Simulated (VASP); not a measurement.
# GaP (F-43m) in VASP: a series of runs, part 2 of 2

VASP 6.6.1.

## Step 3: Vibrations by perturbation theory, PBEsol

This run uses another cell than the first one, of 19.27 Å³/atom, 0.980 times its volume.

The input, INCAR:

```
SYSTEM = GaP
  PREC = Accurate
  ENCUT = 520
  EDIFF = 1E-8
  ISMEAR = 0
  SIGMA = 0.01
  LREAL = .False.
  LASPH = .True.
  NELM = 100
  ALGO = Normal
  ISIF = 2
  LWAVE = .False.
  LCHARG = .False.
  GGA = PS
  NBANDS = 16
  IBRION = 8
  NSW = 1
  LEPSILON = .True.
```

The input, KPOINTS:

```
Automatic mesh
0
Gamma
  10 10 10
  0 0 0
```

The input, POSCAR:

```
GaP
1.0
    0.0000000000      2.6807880436      2.6807880436
    2.6807880436      0.0000000000      2.6807880436
    2.6807880436      2.6807880436      0.0000000000
Ga P
1 1
Direct
    0.0000000000      0.0000000000      0.0000000000
    0.7500000000      0.7500000000      0.7500000000
```

Potentials or basis: VASP PAW PBE potentials, release 64 (Ga_d, P).

Run with:

```bash
> cat potpaw_PBE.64/Ga_d/POTCAR potpaw_PBE.64/P/POTCAR > POTCAR
> mpirun -np 1 vasp_std > vasp.out
```

OUTCAR:

```text
SYSTEM = GaP
   PREC = Accurate
   ENCUT = 520
   EDIFF = 1E-8
   ISMEAR = 0
   LREAL = .False.
   LASPH = .True.
   NELM = 100
   ISIF = 2
   GGA = PS
   IBRION = 8
   NSW = 1
   LEPSILON = .True.

 ion  position               nearest neighbor table
   1  0.000  0.000  0.000-   2 2.32   2 2.32   2 2.32   2 2.32
   2  0.750  0.750  0.750-   1 2.32   1 2.32   1 2.32   1 2.32

  LATTYP: Found a face centered cubic cell.
 ALAT       =     5.3615760872

  Lattice vectors:

 A1 = (   0.0000000000,   2.6807880436,   2.6807880436)
 A2 = (   2.6807880436,   0.0000000000,   2.6807880436)
 A3 = (   2.6807880436,   2.6807880436,   0.0000000000)

Analysis of symmetry for initial positions (statically):
=====================================================================
 Subroutine PRICEL returns:
 Original cell was already a primitive cell.

 Routine SETGRP: Setting up the symmetry group for a
 face centered cubic supercell.

 Subroutine GETGRP returns: Found 24 space group operations
 (whereof 24 operations were pure point group operations)
 out of a pool of 48 trial point group operations.

The static configuration has the point symmetry T_d .

Analysis of symmetry for dynamics (positions and initial velocities):
=====================================================================
 Subroutine PRICEL returns:
 Original cell was already a primitive cell.

 Routine SETGRP: Setting up the symmetry group for a
 face centered cubic supercell.

 Subroutine GETGRP returns: Found 24 space group operations
 (whereof 24 operations were pure point group operations)
 out of a pool of 48 trial point group operations.

The dynamic configuration has the point symmetry T_d .

 Subroutine INISYM returns: Found 24 space group operations
 (whereof 24 operations are pure point group operations),
 and found     1 'primitive' translations

----------------------------------------------------------------------------------------

                                     Primitive cell

  volume of cell :      38.5316

  direct lattice vectors                    reciprocal lattice vectors
     0.000000000  2.680788044  2.680788044    -0.186512321  0.186512321  0.186512321
     2.680788044  0.000000000  2.680788044     0.186512321 -0.186512321  0.186512321
     2.680788044  2.680788044  0.000000000     0.186512321  0.186512321 -0.186512321

  length of vectors
     3.791206809  3.791206809  3.791206809     0.323048816  0.323048816  0.323048816

  position of ions in fractional coordinates (direct lattice)
     0.000000000  0.000000000  0.000000000
     0.750000000  0.750000000  0.750000000

[... 644 lines left out ...]
 -----------------------------------------------------------------------------
    -0.00026  0.76878  0.00000
     0.76878 -0.00026  0.00000
     0.00000  0.00000 -0.00042

--------------------------------------- Ionic step        4  -------------------------------------------

------------------------ aborting loop because EDIFF is reached ----------------------------------------

[... ionic steps 5 to 6 ...]

--------------------------------------- Ionic step        7  -------------------------------------------

 Free energy of the ion-electron system (eV)
  ---------------------------------------------------
  ---------------------------------------------------
  free energy    TOTEN  =        -0.04749776 eV

  energy without entropy =       -0.04749776

------------------------ aborting loop because EDIFF is reached ----------------------------------------

 INTERNAL STRAIN TENSOR  FOR ION    2  DIRECTION 1   (eV/Angst):
 -----------------------------------------------------------------------------
    -0.00833  0.00000  0.00000
     0.00000  0.00566  9.07245
     0.00000  9.07245  0.00566

 MACROSCOPIC STATIC DIELECTRIC TENSOR (including local field effects in DFT)
 ------------------------------------------------------
          10.574255     0.000000    -0.000000
           0.000000    10.574255     0.000000
           0.000000    -0.000000    10.574255
 ------------------------------------------------------

 PIEZOELECTRIC TENSOR (including local field effects)  for field in x, y, z        (e  Angst)
          XX          YY          ZZ          XY          YZ          ZX
  --------------------------------------------------------------------------------
  x     0.00000    -0.00000    -0.00000     0.00000     1.85463     0.00000
  y    -0.00000     0.00000     0.00000     0.00000     0.00000     1.85463
  z     0.00000    -0.00000    -0.00000     1.85463     0.00000     0.00000

 PIEZOELECTRIC TENSOR (including local field effects)  for field in x, y, z        (C/m^2)
          XX          YY          ZZ          XY          YZ          ZX
  --------------------------------------------------------------------------------
  x     0.00000    -0.00000    -0.00000     0.00000     0.77117     0.00000
  y    -0.00000     0.00000     0.00000     0.00000     0.00000     0.77117
  z     0.00000    -0.00000    -0.00000     0.77117     0.00000     0.00000

 BORN EFFECTIVE CHARGES (including local field effects) (in |e|, cummulative output)
 ---------------------------------------------------------------------------------
 ion    1
    1     2.07504    -0.00000     0.00000
    2    -0.00000     2.07504    -0.00000
    3     0.00000     0.00000     2.07504
 ion    2
    1    -2.07504     0.00000    -0.00000
    2     0.00000    -2.07504     0.00000
    3     0.00000    -0.00000    -2.07504

 INTERNAL STRAIN TENSOR FOR ION    2 for displacements in x,y,z  (eV/Angst):
          X           Y           Z          XY          YZ          ZX
  --------------------------------------------------------------------------------
  x    -0.00000     0.00000     0.00000     0.00000     9.07245     0.00000
  y    -0.00000     0.00000    -0.00000     0.00000     0.00000     9.07245
  z     0.00000     0.00000    -0.00000     9.07245     0.00000     0.00000

 SECOND DERIVATIVES (NOT SYMMETRIZED)
 ------------------------------------
               1X          1Y          1Z          2X          2Y          2Z
  1X   -11.021603    0.000000    0.000000   11.021603    0.000000    0.000000
  1Y     0.000000  -11.021603    0.000000    0.000000   11.021603    0.000000
  1Z     0.000000    0.000000  -11.021603    0.000000    0.000000   11.021603
  2X    11.053874    0.000000    0.000000  -11.053874    0.000000    0.000000
  2Y     0.000000   11.053874    0.000000    0.000000  -11.053874    0.000000
  2Z     0.000000    0.000000   11.053874    0.000000    0.000000  -11.053874

 Eigenvectors and eigenvalues of the dynamical matrix
 ----------------------------------------------------

   1 f  =   11.218495 THz    70.487880 2PiTHz  374.208699 cm-1    46.395945 meV
             X         Y         Z           dx          dy          dz
      0.000000  0.000000  0.000000    -0.554052    0.000000   -0.000000
      4.021182  4.021182  4.021182     0.832482    0.000000   -0.000000
[... 21 lines left out ...]
   6 f/i=    0.007564 THz     0.047527 2PiTHz    0.252314 cm-1     0.031283 meV
             X         Y         Z           dx          dy          dz
      0.000000  0.000000  0.000000     0.300765   -0.767266    0.117765
      4.021182  4.021182  4.021182     0.200172   -0.510649    0.078378

--------------------------------------------------------------------------------------------------------

 MACROSCOPIC STATIC DIELECTRIC TENSOR IONIC CONTRIBUTION
 ------------------------------------------------------
           1.831980     0.000000    -0.000000
           0.000000     1.831980     0.000000
          -0.000000     0.000000     1.831980
 ------------------------------------------------------

 ELASTIC MODULI CONTR FROM IONIC RELAXATION (kBar)
 Direction    XX          YY          ZZ          XY          YZ          ZX
 --------------------------------------------------------------------------------
 XX          -0.0000      0.0000      0.0000     -0.0000      0.0000      0.0000
 YY           0.0000     -0.0000      0.0000     -0.0000     -0.0000     -0.0000
 ZZ           0.0000      0.0000     -0.0000      0.0000     -0.0000      0.0000
 XY          -0.0000     -0.0000      0.0000   -307.6541      0.0000     -0.0000
 YZ           0.0000     -0.0000     -0.0000      0.0000   -307.6541     -0.0000
 ZX           0.0000     -0.0000      0.0000     -0.0000     -0.0000   -307.6541
 --------------------------------------------------------------------------------

 PIEZOELECTRIC TENSOR IONIC CONTR  for field in x, y, z        (C/m^2)
          XX          YY          ZZ          XY          YZ          ZX
  --------------------------------------------------------------------------------
  x     0.00000    -0.00000    -0.00000     0.00000    -0.70642    -0.00000
  y     0.00000    -0.00000     0.00000    -0.00000    -0.00000    -0.70642
  z    -0.00000    -0.00000     0.00000    -0.70642     0.00000    -0.00000
```

stdout:

```text
POSCAR found type information on POSCAR GaP
 POSCAR found :  2 types and       2 ions
 scaLAPACK will be used
 -----------------------------------------------------------------------------
|                                                                             |
|                                                                             |
[... 39 lines left out ...]
 first order change of Fermi-energy  -0.78051E-04
 force on displaced ion       1 direction 1 : -11.022  -0.000  -0.000
 Born effective charge ion    1 direction 1 :   2.055   0.000   0.000
 Linear response progress:
 first order change of Fermi-energy   0.21022E-03
 force on displaced ion       2 direction 1 : -11.054   0.000   0.000
 Born effective charge ion    2 direction 1 :  -2.091   0.000   0.000
 Born effective charges drift removed
 Linear response finished
```

Wall time 25 min (1 thread of Intel Xeon 8259CL, shared host); peak memory 0.39 GiB.

What came out:

```yaml
Electronic_dielectric_tensor_diagonal: 10.57
Born_charges_mean_of_the_diagonal: Ga +2.08; P -2.08 e
Highest_phonon_frequency_at_Γ_LO-TO_splitting_left_out: 374 cm⁻¹
```

Phonon frequencies in cm⁻¹ (negative: imaginary):
```tsv
q point	frequencies
(0.000, 0.000, 0.000)	0 0 0 374 374 374
```

Electronic dielectric tensor:
```
10.57  0.00  0.00
 0.00 10.57  0.00
 0.00  0.00 10.57
```

Born effective charge tensors (e):
atom 1, Ga
```
2.08 0.00 0.00
0.00 2.08 0.00
0.00 0.00 2.08
```
atom 2, P
```
-2.08  0.00  0.00
 0.00 -2.08  0.00
 0.00  0.00 -2.08
```

Caveat: the cell wasn't relaxed at this level first, which shifts response properties; the PAW data sets were made with another functional, which shifts forces and pressure a little.
